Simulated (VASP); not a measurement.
# H in VASP: a series of runs

The runs below take H through single point, relaxation of the atoms, with PBE+D3(BJ).

Everything below comes from runs of VASP 6.6.1. Logs are shortened: lines on timing, memory, paths and dates and some standing lists are left out, and cuts for length are marked.

### Step 1. The cell of the first run

The cell holds an amorphous packing of atoms, 24 atoms: a = 7.343 Å, b = 7.343 Å, c = 7.343 Å, α = 90.00°, β = 90.00°, γ = 90.00°.

### Step 2. Single point, PBE+D3(BJ)

INCAR reads:

```
ALGO = Normal
EDIFF = 1E-6
ENCUT = 400
GGA = PE
GGA_COMPAT = False
ISIF = 2
ISMEAR = -1
IVDW = 12
LASPH = True
LCHARG = False
LREAL = False
LWAVE = False
NBANDS = 30
NELM = 120
PREC = Accurate
SIGMA = 0.02
```

KPOINTS reads:

```
k-points
0
Gamma
  1 1 1
```

POSCAR reads:

```
H
1.0
    7.3434200000      0.0000000000      0.0000000000
    0.0000000000      7.3434200000      0.0000000000
    0.0000000000      0.0000000000      7.3434200000
H
24
Direct
    0.2659659940      0.2798151270      0.5212966166
    0.3412851233      0.2255897116      0.4793134534
    0.8512246338      0.6055761484      0.4421236971
    0.8575840685      0.6593249467      0.5318911352
    0.1191270552      0.0877928812      0.8470167851
    0.2204422463      0.1105479463      0.8537847488
    1.1000051747      0.5486408240      0.8087240005
    1.0540184274      0.4623322648      0.8513335748
    0.7237091165      1.0426204684     -0.1998660025
    0.6972228199      0.9442330685     -0.2251811826
    0.7166960354      0.3918337777      0.8147293768
    0.6255804516      0.4194911908      0.8162545517
    0.4216155415      0.6416764941      0.9479915353
    0.4939524091      0.7204953550      0.9751178606
   -0.1229399925      0.9162896852      0.1134621198
   -0.1996208851      0.8450286106      0.1024726898
    0.9128852769      0.2148317814      0.3942713341
    0.9067573419      0.1259494895      0.4323053836
    0.4267221540      0.7496507077      0.4781695722
    0.4183473096      0.8459546097      0.5151550640
    1.0251218097      0.3101007433      0.1109564753
    0.9510691204      0.2454714561      0.0999942806
    0.3785429677      0.1597076022      1.1570222049
    0.4105988763      0.0792410076      1.0877629225
```

Potentials or basis: VASP PAW PBE potentials, release 64 (H).

On the command line:

```console
cat potpaw_PBE.64/H/POTCAR > POTCAR
mpirun -np 1 vasp_gam > vasp.out
```

OUTCAR:

```text
EDIFF = 1E-6
   ENCUT = 400
   GGA = PE
   ISIF = 2
   ISMEAR = -1
   IVDW = 12
   LASPH = True
   LREAL = False
   NELM = 120
   PREC = Accurate
 IVDW          = 12

 ion  position               nearest neighbor table
   1  0.266  0.280  0.521-   2 0.75
   2  0.341  0.226  0.479-   1 0.75
   3  0.851  0.606  0.442-   4 0.77
   4  0.858  0.659  0.532-   3 0.77
   5  0.119  0.088  0.847-   6 0.76
   6  0.220  0.111  0.854-   5 0.76
[... 16 lines left out ...]
  23  0.379  0.160  0.157-  24 0.81
  24  0.411  0.079  0.088-  23 0.81

  LATTYP: Found a simple cubic cell.
 ALAT       =     7.3434200000

  Lattice vectors:

 A1 = (   7.3434200000,   0.0000000000,   0.0000000000)
 A2 = (   0.0000000000,   7.3434200000,   0.0000000000)
 A3 = (   0.0000000000,   0.0000000000,   7.3434200000)

Analysis of symmetry for initial positions (statically):
=====================================================================
 Subroutine PRICEL returns:
 Original cell was already a primitive cell.

 Routine SETGRP: Setting up the symmetry group for a
 simple cubic supercell.

 Subroutine GETGRP returns: Found  1 space group operations
 (whereof  1 operations were pure point group operations)
 out of a pool of 48 trial point group operations.

The static configuration has the point symmetry C_1 .

Analysis of symmetry for dynamics (positions and initial velocities):
=====================================================================
 Subroutine PRICEL returns:
 Original cell was already a primitive cell.

 Routine SETGRP: Setting up the symmetry group for a
 simple cubic supercell.

 Subroutine GETGRP returns: Found  1 space group operations
 (whereof  1 operations were pure point group operations)
 out of a pool of 48 trial point group operations.

The dynamic configuration has the point symmetry C_1 .

 Subroutine INISYM returns: Found  1 space group operations
 (whereof  1 operations are pure point group operations),
 and found     1 'primitive' translations

----------------------------------------------------------------------------------------

                                     Primitive cell

  volume of cell :     395.9999

  direct lattice vectors                    reciprocal lattice vectors
     7.343420000  0.000000000  0.000000000     0.136176332  0.000000000  0.000000000
     0.000000000  7.343420000  0.000000000     0.000000000  0.136176332  0.000000000
     0.000000000  0.000000000  7.343420000     0.000000000  0.000000000  0.136176332

  length of vectors
     7.343420000  7.343420000  7.343420000     0.136176332  0.136176332  0.136176332

  position of ions in fractional coordinates (direct lattice)
     0.265965994  0.279815127  0.521296617
     0.341285123  0.225589712  0.479313453
     0.851224634  0.605576148  0.442123697
     0.857584069  0.659324947  0.531891135
     0.119127055  0.087792881  0.847016785
     0.220442246  0.110547946  0.853784749
[... 16 lines left out ...]
     0.378542968  0.159707602  0.157022205
     0.410598876  0.079241008  0.087762922

  ion indices of the primitive-cell ions
   primitive index   ion index
                 1           1
                 2           2
                 3           3
                 4           4
                 5           5
                 6           6
[... 16 lines left out ...]
                23          23
                24          24

----------------------------------------------------------------------------------------

 KPOINTS: k-points

Automatic generation of k-mesh.
 Grid dimensions read from file:
 generate k-points for:    1    1    1

 Generating k-lattice:

  Cartesian coordinates                     Fractional coordinates (reciprocal lattice)
     0.136176332  0.000000000  0.000000000     1.000000000  0.000000000  0.000000000
     0.000000000  0.136176332  0.000000000     0.000000000  1.000000000  0.000000000
     0.000000000  0.000000000  0.136176332     0.000000000  0.000000000  1.000000000

  Length of vectors
     0.136176332  0.136176332  0.136176332

  Shift w.r.t. Gamma in fractional coordinates (k-lattice)
     0.000000000  0.000000000  0.000000000

 Subroutine IBZKPT returns following result:
 ===========================================

 Found      1 irreducible k-points:

 Following reciprocal coordinates:
            Coordinates               Weight
  0.000000  0.000000  0.000000      1.000000
   k-points           NKPTS =      1   k-points in BZ     NKDIM =      1   number of bands    NBANDS=     30
   number of dos      NEDOS =    301   number of ions     NIONS =     24
   total plane-waves  NPLWV = 110592
   dimension x,y,z NGX =    48 NGY =   48 NGZ =   48
   dimension x,y,z NGXF=    96 NGYF=   96 NGZF=   96
   ions per type =              24
   NGX,Y,Z   is equivalent  to a cutoff of  10.87, 10.87, 10.87 a.u.
   NGXF,Y,Z  is equivalent  to a cutoff of  21.73, 21.73, 21.73 a.u.
 SYSTEM =  unknown system
   PREC   = accura    normal or accurate (medium, high low for compatibility)
   ISTART =      0    job   : 0-new  1-cont  2-samecut
   ICHARG =      2    charge: 1-file 2-atom 10-const
   ISPIN  =      1    spin polarized calculation?
   LNONCOLLINEAR =      F non collinear calculations
   LSORBIT =      F    spin-orbit coupling
   LASPH  =      T    aspherical Exc in radial PAW
   ENCUT  =  400.0 eV  29.40 Ry    5.42 a.u.  11.98 11.98 11.98*2*pi/ulx,y,z
   NELM   =    120;   NELMIN=  2; NELMDL= -5     # of ELM steps
   EDIFF  = 0.1E-05   stopping-criterion for ELM
   LREAL  =      F    real-space projection
   EDIFFG = 0.1E-04   stopping-criterion for IOM
   NSW    =      0    number of steps for IOM
   IBRION =     -1    ionic relax: 0-MD 1-quasi-New 2-CG
   NFREE  =      0    steps in history (QN), initial steepest desc. (CG)
   ISIF   =      2    stress and relaxation
   ISYM   =      2    0-nonsym 1-usesym 2-fastsym
   POTIM  = 0.5000    time-step for ionic-motion
   TEBEG  =    0.0;   TEEND  =   0.0 temperature during run
   PSTRESS=    0.0 pullay stress
   NELECT =      24.0000    total number of electrons
   NUPDOWN=      -1.0000    fix difference up-down
   EMIN   =  10.00;   EMAX   =-10.00  energy-range for DOS
   EFERMI =   0.00;   METHOD = LEGACY
   ISMEAR =    -1;   SIGMA  =   0.02  broadening in eV -4-tet -1-fermi 0-gaus
   EFERMI_NEDOS =   21; number of points for ismear=-14 and -15
   IALGO  =     38    algorithm
   IMIX   =      4    mixing-type and parameters
     AMIX     =   0.40;   BMIX     =  1.00
     AMIX_MAG =   1.60;   BMIX_MAG =  1.00
  volume/ion in A,a.u.               =      16.50       111.35
  Fermi-wavevector in a.u.,A,eV,Ry     =   0.643053  1.215194  5.626245  0.413517
  Thomas-Fermi vector in A             =   1.709926
   LORBIT       =      0    0 simple, 1 ext, 2 COOP (PROOUT), +10 PAW based schemes
   GGA     = PE    functional components
   LHFCALC =     F    Hartree Fock is set to
   AEXX    =    0.0000 exact exchange contribution
   IVDW    =    12    specifies the selected vdW correction
   LEPSILON=     F    determine dielectric tensor
   LRPA    =     F    only Hartree local field effects (RPA)
 non-spin polarized calculation
  energy-cutoff  :      400.00
  volume of cell :      396.00
 maximum number of plane-waves:      3562
 NGX is ok and might be reduce to    48
   NGX = 23   NGY = 23   NGZ = 23

 number of electron      24.0000005 magnetization

 Free energy of the ion-electron system (eV)
  ---------------------------------------------------
  ext. energy  EPLUGINS =         0.00000000
  ---------------------------------------------------
  free energy    TOTEN  =       -80.80388279 eV

  energy without entropy =      -80.80388279  energy(sigma->0) =      -80.80388279

 E-fermi :  -8.1531     XC(G=0):  -4.4745

 val. band max:       -8.6557536428   @ k =   0.0000   0.0000   0.0000
 cond. band min:       0.3134957994   @ k =   0.0000   0.0000   0.0000
 fundamental gap:      8.9692494422
 Fermi energy:        -8.1531077308

 k-point     1 :       0.0000    0.0000    0.0000
  band No.  band energies     occupation
      1     -10.5926      2.00000
      2      -9.8689      2.00000
      3      -9.6420      2.00000
      4      -9.5653      2.00000
      5      -9.4379      2.00000
      6      -9.3044      2.00000
[... 16 lines left out ...]
     23       2.6821      0.00000
     24       3.0185      0.00000
 [bands above 24 left out]

------------------------ aborting loop because EDIFF is reached ----------------------------------------

 Edisp (eV)   -0.32689

 E8    (eV) :    -0.0570

  FORCE on cell =-STRESS in cart. coord.  units (eV):
  Direction    XX          YY          ZZ          XY          YZ          ZX
  --------------------------------------------------------------------------------------
  -------------------------------------------------------------------------------------
  Total      -1.11033    -2.91088    -1.68163    -1.21996    -1.57677     0.03950
  in kB      -4.49229   -11.77715    -6.80373    -4.93586    -6.37947     0.15980
  external pressure =       -7.69 kB  Pullay stress =        0.00 kB

 VOLUME and BASIS-vectors are now :
 -----------------------------------------------------------------------------
  energy-cutoff  :      400.00
  volume of cell :      396.00
      direct lattice vectors                 reciprocal lattice vectors
     7.343420000  0.000000000  0.000000000     0.136176332  0.000000000  0.000000000
     0.000000000  7.343420000  0.000000000     0.000000000  0.136176332  0.000000000
     0.000000000  0.000000000  7.343420000     0.000000000  0.000000000  0.136176332

 POSITION                                       TOTAL-FORCE (eV/Angst)
 -----------------------------------------------------------------------------------
      1.95310      2.05480      3.82810        -0.068611      0.048405      0.047214
      2.50620      1.65660      3.51980         0.082300     -0.030667     -0.039720
      6.25090      4.44700      3.24670         0.033978      0.316072      0.500487
      6.29760      4.84170      3.90590        -0.039372     -0.314889     -0.508955
      0.87480      0.64470      6.22000         0.436820      0.057728     -0.043180
      1.61880      0.81180      6.26970        -0.470516     -0.123977     -0.086890
[... 16 lines left out ...]
      2.77980      1.17280      1.15308         0.516166     -1.206942     -1.007135
      3.01520      0.58190      0.64448        -0.438831      1.207740      1.077653
 -----------------------------------------------------------------------------------
    total drift:                                0.000534      0.000130     -0.000471

  FREE ENERGIE OF THE ION-ELECTRON SYSTEM (eV)
  ---------------------------------------------------
  free  energy   TOTEN  =       -81.1307761177 eV

  energy  without entropy=      -81.1307761177  energy(sigma->0) =      -81.13077612
```

Run time: 12 s. Hardware: 1 thread of Intel Xeon 6975P-C (Granite Rapids), shared host; peak memory 0.3 GiB.

Results:

* Free energy: -81.1308 eV
* Pressure: -0.8 GPa
* Largest force: 2.062 eV/Å
* Band gap on the k mesh: 8.97 eV
* Dispersion energy per atom: -0.014 eV

Forces on the atoms (eV/Å):
```
H   -0.069  0.048  0.047
H    0.082 -0.031 -0.040
H    0.034  0.316  0.500
H   -0.039 -0.315 -0.509
H    0.437  0.058 -0.043
H   -0.471 -0.124 -0.087
H   -0.412 -0.751  0.362
H    0.444  0.811 -0.411
H   -0.183 -0.585 -0.192
H    0.147  0.601  0.105
H    1.969 -0.612 -0.049
H   -1.953  0.578  0.034
H    1.018  1.151  0.397
H   -1.049 -1.120 -0.389
H   -0.492 -0.502 -0.032
H    0.527  0.462  0.108
H    0.070  1.312 -0.495
H   -0.125 -1.374  0.663
H   -0.016  0.284  0.106
H    0.018 -0.277 -0.102
H    0.626  0.575  0.067
H   -0.641 -0.507 -0.114
H    0.516 -1.207 -1.007
H   -0.439  1.208  1.078
```

Caveat: the k points lie up to 0.86 Å⁻¹ apart.

[end of part 1 of 2]
